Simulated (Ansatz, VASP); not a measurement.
One calculation of MgTl2, two programs

```
CELL_PARAMETERS angstrom
0.00000 4.51566 4.51566
4.51566 0.00000 4.51566
4.51566 4.51566 0.00000
ATOMIC_POSITIONS crystal
Mg 0.00000 0.00000 0.00000
Mg 0.25000 0.25000 0.25000
Tl 0.62500 0.62500 0.62500
Tl 0.12500 0.62500 0.62500
Tl 0.62500 0.62500 0.12500
Tl 0.62500 0.12500 0.62500
```

Alike in both runs: functional PBE; k mesh 4 × 4 × 4; occupations gaussian, width 0.1 eV; no spin polarisation.

Ansatz relaxed the structure, and its values are those at the end. VASP's run is a single point on that final structure, the one shown.

```csv
,VASP,Ansatz
version,VASP 6.6.1,Ansatz 0.2.0
potentials or method,"VASP PAW PBE potentials, release 64 (Mg, Tl_d), cutoff 520 eV","scalar-relativistic, plane waves, PAW"
valence electrons in the cell,56,72
```

Ansatz gave:

| Quantity | Value |
| --- | --- |
| gap on the k mesh at the Fermi level (eV) | none |
| pressure (GPa) | 0.4 |

Question: Which values does VASP return?

Answer: gap on the k mesh at the Fermi level (eV): none; pressure (GPa): 0.3.

A gap of «none» marks a metal or a gap that the smearing closes. VASP's potentials hold 56 valence electrons a cell and Ansatz's 72, so a difference there can come from the potentials and not from the codes.

Neither program's run includes spin-orbit coupling.
